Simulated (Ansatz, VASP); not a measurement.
**SnSe: VASP beside Ansatz**

File INCAR:

```
PREC     = Accurate       # precision mode
ENCUT    = 520            # plane-wave cutoff, eV
EDIFF    = 1E-6           # SCF threshold, eV
ISMEAR   = 0              # smearing method
SIGMA    = 0.05           # smearing width, eV
LREAL    = False          # projectors in reciprocal space
LASPH    = True           # aspherical terms in the spheres
NELM     = 60             # most SCF steps
ALGO     = Normal         # electronic algorithm
ISIF     = 2              # what is computed and relaxed
LWAVE    = False          # write WAVECAR
LCHARG   = False          # write CHGCAR
GGA      = CA             # functional
NBANDS   = 28             # bands
```

File KPOINTS:

```
regular mesh
0
Gamma
  6 6 4
```

Contents of POSCAR:

```
SnSe
1.0
    4.3710339675      0.0000000000      0.0000000000
    0.0000000000      4.3710339675      0.0000000000
    0.0000000000      0.0000000000     10.9906921300
Sn Se
2 2
Direct
    0.5000000000      0.0000000000      0.3722291100
    0.0000000000      0.5000000000      0.6277708900
    0.5000000000      0.0000000000      0.6160394900
    0.0000000000      0.5000000000      0.3839605100
```

Input for Ansatz:

```yaml
crystal:
  lattice:
    - [4.3710339675, 0.0, 0.0]
    - [0.0, 4.3710339675, 0.0]
    - [0.0, 0.0, 10.99069213]
  atoms:
    - { symbol: Sn, position: [0.5, 0.0, 0.37222911] }
    - { symbol: Sn, position: [0.0, 0.5, 0.62777089] }
    - { symbol: Se, position: [0.5, 0.0, 0.61603949] }
    - { symbol: Se, position: [0.0, 0.5, 0.38396051] }
basis:
  ecutwfc: 420
kpoints:
  mp_grid: { grid: [6, 6, 4] }
hamiltonian:
  xc: lda
scf:
  occupations: { method: gaussian, width: 0.05 }
output:
  forces: true
  stress: true
  eigenvalues: true
```

Change from the starting cell: strain +0.0200 x Voigt [1, 1, 0, 0, 0, 0], atoms carried along.

Alike in both runs: task single point; functional LDA; k mesh 6 × 6 × 4; occupations gaussian, width 0.05 eV; no spin polarisation.

|  | VASP | Ansatz |
| --- | --- | --- |
| version | VASP 6.6.1 | Ansatz 0.2.0 |
| potentials or method | VASP PAW LDA potentials, release 64 (Sn_d, Se), cutoff 520 eV | scalar-relativistic, plane waves, PAW |
| valence electrons in the cell | 40 | 60 |

|  | VASP | Ansatz | Ansatz less VASP |
| --- | --- | --- | --- |
| gap on the k mesh at the Fermi level (eV) | 1.44 | 1.45 | +0.012 |
| least direct gap on the mesh (eV) | 1.44 | 1.45 | +0.012 |
| rms of the force components (eV/Å) | 0.137 | 0.148 | +0.0114 |

LDA's correlation is that of Perdew and Zunger in VASP and of Perdew and Wang (1992) in Ansatz. Atom by atom the forces differ by 0.013 eV/Å (rms over components). VASP's potentials hold 40 valence electrons a cell and Ansatz's 60, so a difference there can come from the potentials and not from the codes.
